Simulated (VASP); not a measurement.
# SiO2 (P4_32_12) in VASP: a series of runs

The runs below take SiO2 through single point, with LDA.

Program: VASP 6.6.1. These are calculated values, not measurements. Logs are shortened: lines on timing, memory, paths and dates and some standing lists are left out, and cuts for length are marked.

### Step 1. The cell of the first run

Symmetry: P4_32_12, No. 96, tetragonal system. Conventional cell: a = 4.874 Å, b = 4.874 Å, c = 6.827 Å, α = 90.00°, β = 90.00°, γ = 90.00°. Within 2.1 Å of Si (site symmetry 2) lie 4 O at 1.61 Å. Within 2.1 Å of O (site symmetry 1) lie 2 Si at 1.61 Å.

### Step 2. Single point, LDA (biaxial strain in the a-b plane: -1.5 %, then relaxed in part)

Input file INCAR:

```
PREC = Accurate
ENCUT = 520
EDIFF = 1E-6
ISMEAR = 0
SIGMA = 0.02
LREAL = False
LASPH = True
NELM = 80
ALGO = Normal
ISIF = 2
LWAVE = False
LCHARG = True
GGA = CA
LELF = True
LVHAR = True
NBANDS = 44
```

Input file KPOINTS:

```
Automatic mesh
0
Gamma
  6 6 4
```

Input file POSCAR:

```
SiO2
1.0
    4.8741205417      0.0000000000      0.0000000000
    0.0000000000      4.8741205417      0.0000000000
    0.0000000000      0.0000000000      6.8267552000
Si O
4 8
Direct
    0.1900032494      0.1900032494      0.0000000000
    0.3099967506      0.6900032494      0.7500000000
    0.6900032494      0.3099967506      0.2500000000
    0.8099967506      0.8099967506      0.5000000000
    0.6250116229      0.7350850332      0.6878640091
    0.3749883771      0.2649149668      0.1878640091
    0.7350850332      0.6250116229      0.3121359909
    0.2350850332      0.8749883771      0.9378640091
    0.2649149668      0.3749883771      0.8121359909
    0.1250116229      0.7649149668      0.5621359909
    0.8749883771      0.2350850332      0.0621359909
    0.7649149668      0.1250116229      0.4378640091
```

Potentials or basis: VASP PAW LDA potentials, release 64 (Si, O).

Started as:

```sh
> cat potpaw_LDA.64/Si/POTCAR potpaw_LDA.64/O/POTCAR > POTCAR
> mpirun -np 1 vasp_std > vasp.out
```

OUTCAR:

```text
PREC = Accurate
   ENCUT = 520
   EDIFF = 1E-6
   ISMEAR = 0
   LREAL = False
   LASPH = True
   NELM = 80
   ISIF = 2
   GGA = CA

 ion  position               nearest neighbor table
   1  0.190  0.190  0.000-   8 1.61  11 1.61   9 1.61   6 1.61   2 3.03   3 3.03   2 3.03   3 3.03

   2  0.310  0.690  0.750-   5 1.61   9 1.61   8 1.61  10 1.61   1 3.03   4 3.03   1 3.03   4 3.03

   3  0.690  0.310  0.250-   6 1.61   7 1.61  11 1.61  12 1.61   1 3.03   4 3.03   4 3.03   1 3.03

   4  0.810  0.810  0.500-  10 1.61  12 1.61   5 1.61   7 1.61   2 3.03   3 3.03   3 3.03   2 3.03

   5  0.625  0.735  0.688-   2 1.61   4 1.61
   6  0.375  0.265  0.188-   3 1.61   1 1.61
   7  0.735  0.625  0.312-   3 1.61   4 1.61
   8  0.235  0.875  0.938-   1 1.61   2 1.61
   9  0.265  0.375  0.812-   2 1.61   1 1.61
  10  0.125  0.765  0.562-   4 1.61   2 1.61
  11  0.875  0.235  0.062-   1 1.61   3 1.61
  12  0.765  0.125  0.438-   4 1.61   3 1.61

  LATTYP: Found a simple tetragonal cell.
 ALAT       =     4.8741205417
 C/A-ratio  =     1.4006127139

  Lattice vectors:

 A1 = (   4.8741205417,   0.0000000000,   0.0000000000)
 A2 = (   0.0000000000,   4.8741205417,   0.0000000000)
 A3 = (   0.0000000000,   0.0000000000,   6.8267552000)

Analysis of symmetry for initial positions (statically):
=====================================================================
 Subroutine PRICEL returns:
 Original cell was already a primitive cell.

 Routine SETGRP: Setting up the symmetry group for a
 simple tetragonal supercell.

 Subroutine GETGRP returns: Found  8 space group operations
 (whereof  2 operations were pure point group operations)
 out of a pool of 16 trial point group operations.

The static configuration has the point symmetry C_2 .
 The point group associated with its full space group is D_4 .

Analysis of symmetry for dynamics (positions and initial velocities):
=====================================================================
 Subroutine PRICEL returns:
 Original cell was already a primitive cell.

 Routine SETGRP: Setting up the symmetry group for a
 simple tetragonal supercell.

 Subroutine GETGRP returns: Found  8 space group operations
 (whereof  2 operations were pure point group operations)
 out of a pool of 16 trial point group operations.

The dynamic configuration has the point symmetry C_2 .
[... 129 lines left out ...]
   TEBEG  =    0.0;   TEEND  =   0.0 temperature during run
   PSTRESS=    0.0 pullay stress
   NELECT =      64.0000    total number of electrons
   NUPDOWN=      -1.0000    fix difference up-down
   EMIN   =  10.00;   EMAX   =-10.00  energy-range for DOS
   EFERMI =   0.00;   METHOD = LEGACY
   ISMEAR =     0;   SIGMA  =   0.02  broadening in eV -4-tet -1-fermi 0-gaus
   EFERMI_NEDOS =   21; number of points for ismear=-14 and -15
   IALGO  =     38    algorithm
   IMIX   =      4    mixing-type and parameters
     AMIX     =   0.40;   BMIX     =  1.00
     AMIX_MAG =   1.60;   BMIX_MAG =  1.00
  volume/ion in A,a.u.               =      13.52        91.21
  Fermi-wavevector in a.u.,A,eV,Ry     =   1.200787  2.269158 19.618087  1.441889
  Thomas-Fermi vector in A             =   2.336613
   LORBIT       =      0    0 simple, 1 ext, 2 COOP (PROOUT), +10 PAW based schemes
   GGA     = CA    functional components
   LHFCALC =     F    Hartree Fock is set to
   AEXX    =    0.0000 exact exchange contribution
   IVDW    =     0    specifies the selected vdW correction
   LEPSILON=     F    determine dielectric tensor
   LRPA    =     F    only Hartree local field effects (RPA)
 non-spin polarized calculation
 Gauss-broadening in eV      SIGMA  =   0.02
  energy-cutoff  :      520.00
  volume of cell :      162.18
 maximum number of plane-waves:      4404
   NGX = 19   NGY = 19   NGZ = 25

 number of electron      63.9999950 magnetization

 Free energy of the ion-electron system (eV)
  ---------------------------------------------------
  ext. energy  EPLUGINS =         0.00000000
  ---------------------------------------------------
  free energy    TOTEN  =      -103.72444905 eV

  energy without entropy =     -103.72444905  energy(sigma->0) =     -103.72444905

 E-fermi :   0.4049     XC(G=0):  -9.3362

 val. band max:        0.2761411198   @ k =   0.0000   0.0000   0.0000
 cond. band min:       5.9033202417   @ k =   0.0000   0.0000   0.0000
 fundamental gap:      5.6271791218
 Fermi energy:         0.4048572020

 k-point     1 :       0.0000    0.0000    0.0000
  band No.  band energies     occupation
      1     -19.0140      2.00000
      2     -18.0545      2.00000
      3     -18.0545      2.00000
      4     -16.8365      2.00000
      5     -16.7302      2.00000
      6     -16.7268      2.00000
[... 1117 lines left out ...]
     43      11.5507      0.00000
     44      11.7898      0.00000

 [... further k-points ...]

------------------------ aborting loop because EDIFF is reached ----------------------------------------

  FORCE on cell =-STRESS in cart. coord.  units (eV):
  Direction    XX          YY          ZZ          XY          YZ          ZX
  --------------------------------------------------------------------------------------
  -------------------------------------------------------------------------------------
  Total        1.3842605      1.3842605      0.6052303      0.0000000      0.0000000      0.0000000
  in kB       13.6748174     13.6748174      5.9789426      0.0000000      0.0000000      0.0000000
  external PRESSURE =      11.1095258 kB  Pullay stress =       0.0000000 kB

 VOLUME and BASIS-vectors are now :
 -----------------------------------------------------------------------------
  energy-cutoff  :      520.00
  volume of cell :      162.18
      direct lattice vectors                 reciprocal lattice vectors
     4.874120542  0.000000000  0.000000000     0.205165217  0.000000000  0.000000000
     0.000000000  4.874120542  0.000000000     0.000000000  0.205165217  0.000000000
     0.000000000  0.000000000  6.826755200     0.000000000  0.000000000  0.146482475

 POSITION                                       TOTAL-FORCE (eV/Angst)
 -----------------------------------------------------------------------------------
      0.92610      0.92610      0.00000        -0.020923     -0.020923      0.000000
      1.51096      3.36316      5.12007         0.020923     -0.020923      0.000000
      3.36316      1.51096      1.70669        -0.020923      0.020923      0.000000
      3.94802      3.94802      3.41338         0.020923      0.020923      0.000000
      3.04638      3.58289      4.69588         0.021891     -0.003568      0.022669
      1.82774      1.29123      1.28250        -0.021891      0.003568      0.022669
      3.58289      3.04638      2.13088        -0.003568      0.021891     -0.022669
      1.14583      4.26480      6.40257        -0.003568     -0.021891      0.022669
      1.29123      1.82774      5.54425         0.003568     -0.021891     -0.022669
      0.60932      3.72829      3.83756         0.021891      0.003568     -0.022669
      4.26480      1.14583      0.42419        -0.021891     -0.003568     -0.022669
      3.72829      0.60932      2.98919         0.003568      0.021891      0.022669
 -----------------------------------------------------------------------------------
    total drift:                                0.000000     -0.000000      0.000000

  FREE ENERGIE OF THE ION-ELECTRON SYSTEM (eV)
  ---------------------------------------------------
  free  energy   TOTEN  =      -103.7244490512 eV

  energy  without entropy=     -103.7244490512  energy(sigma->0) =     -103.72444905
```

OSZICAR:

```text
N       E                     dE             d eps       ncg     rms          rms(c)
DAV:   1     0.378066493098E+03    0.37807E+03   -0.33205E+04  2640   0.133E+03
DAV:   2    -0.889395818405E+02   -0.46701E+03   -0.45186E+03  3320   0.310E+02
DAV:   3    -0.116766426318E+03   -0.27827E+02   -0.27705E+02  3232   0.802E+01
DAV:   4    -0.117117642294E+03   -0.35122E+00   -0.35055E+00  3312   0.997E+00
DAV:   5    -0.117123791024E+03   -0.61487E-02   -0.61447E-02  3256   0.129E+00    0.302E+01
DAV:   6    -0.104071491373E+03    0.13052E+02   -0.50035E+01  3096   0.325E+01    0.151E+01
DAV:   7    -0.103860667436E+03    0.21082E+00   -0.14405E+00  3160   0.510E+00    0.523E+00
DAV:   8    -0.103743607775E+03    0.11706E+00   -0.77161E-02  3244   0.166E+00    0.201E+00
DAV:   9    -0.103723754406E+03    0.19853E-01   -0.28109E-02  3312   0.102E+00    0.299E-01
DAV:  10    -0.103724507809E+03   -0.75340E-03   -0.31175E-03  3168   0.275E-01    0.112E-01
DAV:  11    -0.103724445582E+03    0.62226E-04   -0.69402E-04  3180   0.138E-01    0.185E-02
DAV:  12    -0.103724448765E+03   -0.31827E-05   -0.21223E-05  3124   0.208E-02    0.826E-03
DAV:  13    -0.103724449051E+03   -0.28601E-06   -0.54935E-06  2924   0.111E-02
   1 F= -.10372445E+03 E0= -.10372445E+03  d E =-.805007E-22
```

Wall time 98 s (1 thread of AMD EPYC 9R45 (Zen 5), shared host); peak memory 0.26 GiB.

Results:

```
Free energy            : -103.7244 eV
Pressure               : 1.1 GPa
Largest force          : 0.032 eV/Å
Band gap on the k mesh : 5.63 eV
```

Forces on the atoms (eV/Å):
```
Si  -0.021 -0.021  0.000
Si   0.021 -0.021  0.000
Si  -0.021  0.021  0.000
Si   0.021  0.021  0.000
O    0.022 -0.004  0.023
O   -0.022  0.004  0.023
O   -0.004  0.022 -0.023
O   -0.004 -0.022  0.023
O    0.004 -0.022 -0.023
O    0.022  0.004 -0.023
O   -0.022 -0.004 -0.023
O    0.004  0.022  0.023
```

Stress tensor (GPa, compression positive):
```
1.37 0.00 0.00
0.00 1.37 0.00
0.00 0.00 0.60
```

Levels at points of the mesh, in eV from the valence-band top:
```tsv
k point	band 28	band 29	band 30	band 31	band 32	band 33	band 34	band 35	band 36	band 37
(0.00, 0.00, 0.00)	-1.29	-0.67	-0.35	-0.35	0.00	5.63	8.64	8.64	9.33	9.33
(0.50, 0.00, 0.00)	-0.98	-0.68	-0.68	-0.50	-0.50	7.74	7.74	9.06	9.06	9.74
(0.50, 0.50, 0.00)	-1.29	-0.59	-0.59	-0.52	-0.52	8.62	8.62	8.73	8.73	9.56
(0.00, 0.00, 0.50)	-0.93	-0.58	-0.58	-0.37	-0.37	6.94	6.94	9.13	9.13	9.71
(0.50, 0.00, 0.50)	-1.00	-0.93	-0.93	-0.20	-0.20	8.12	8.12	8.95	8.95	9.26
(0.50, 0.50, 0.50)	-1.33	-0.57	-0.57	-0.57	-0.57	9.11	9.11	9.11	9.11	9.73
```

Caveat: the cell differs from its parent crystal (biaxial strain in the a-b plane: -1.5 %, then relaxed in part). A k mesh can miss the band edges.

### Step 3. Single point, LDA

This run uses another cell than the first one, of 15.34 Å³/atom.

Input file INCAR:

```
ALGO = Normal
EDIFF = 1E-6
ENCUT = 520
GGA = CA
ISIF = 2
ISMEAR = 0
LASPH = True
LCHARG = False
LREAL = False
LWAVE = False
NBANDS = 44
NELM = 100
PREC = Accurate
SIGMA = 0.02
```

Input file KPOINTS:

```
k-points
0
Gamma
  6 6 4
```

Input file POSCAR:

```
SiO2
1.0
    5.0967960995      0.0000000000      0.0000000000
    0.0000000000      5.0967960995      0.0000000000
    0.0000000000      0.0000000000      7.0846498112
Si O
4 8
Direct
    0.2125907635      0.2125907635      0.0000000000
    0.2874092365      0.7125907635      0.7500000000
    0.7125907635      0.2874092365      0.2500000000
    0.7874092365      0.7874092365      0.5000000000
    0.5791229817      0.7434798572      0.6671580350
    0.4208770183      0.2565201428      0.1671580350
    0.7434798572      0.5791229817      0.3328419650
    0.2434798572      0.9208770183      0.9171580350
    0.2565201428      0.4208770183      0.8328419650
    0.0791229817      0.7565201428      0.5828419650
    0.9208770183      0.2434798572      0.0828419650
    0.7565201428      0.0791229817      0.4171580350
```

Potentials or basis: VASP PAW LDA potentials, release 64 (Si, O).

Started as:

```sh
> cat potpaw_LDA.64/Si/POTCAR potpaw_LDA.64/O/POTCAR > POTCAR
> mpirun -np 1 vasp_std > vasp.out
```

Run time: 3.2 min. Hardware: 1 thread of Intel Xeon Platinum 8259CL at 2.50GHz (Skylake/Cascade Lake), shared host; peak memory 0.32 GiB.

It converged, with:

* Free energy: -103.7257 eV
* Pressure: -0.4 GPa
* Largest force: 0.025 eV/Å
* Band gap on the k mesh: 5.40 eV

Forces on the atoms (eV/Å):
```
Si  -0.018 -0.018  0.000
Si   0.018 -0.018  0.000
Si  -0.018  0.018  0.000
Si   0.018  0.018  0.000
O    0.018  0.000  0.005
O   -0.018  0.000  0.005
O    0.000  0.018 -0.005
O    0.000 -0.018  0.005
O    0.000 -0.018 -0.005
O    0.018  0.000 -0.005
O   -0.018  0.000 -0.005
O    0.000  0.018  0.005
```

Stress tensor (GPa, compression positive):
```
-0.51  0.00  0.00
 0.00 -0.51  0.00
 0.00  0.00 -0.03
```

Levels at points of the mesh, in eV from the valence-band top:
| k point | band 28 | band 29 | band 30 | band 31 | band 32 | band 33 | band 34 | band 35 | band 36 | band 37 |
| --- | --- | --- | --- | --- | --- | --- | --- | --- | --- | --- |
| (0.00, 0.00, 0.00) | -1.07 | -0.71 | -0.19 | -0.19 | 0.00 | 5.40 | 8.46 | 8.46 | 8.72 | 8.72 |
| (0.50, 0.00, 0.00) | -1.10 | -0.69 | -0.69 | -0.43 | -0.43 | 7.35 | 7.35 | 8.88 | 8.88 | 9.20 |
| (0.50, 0.50, 0.00) | -1.42 | -0.63 | -0.63 | -0.61 | -0.61 | 8.33 | 8.33 | 8.45 | 8.45 | 9.76 |
| (0.00, 0.00, 0.50) | -0.68 | -0.49 | -0.49 | -0.44 | -0.44 | 6.55 | 6.55 | 9.05 | 9.05 | 9.28 |
| (0.50, 0.00, 0.50) | -1.03 | -0.98 | -0.98 | -0.13 | -0.13 | 7.74 | 7.74 | 8.32 | 8.32 | 8.69 |
| (0.50, 0.50, 0.50) | -1.42 | -0.72 | -0.72 | -0.72 | -0.72 | 8.82 | 8.82 | 8.82 | 8.82 | 9.41 |
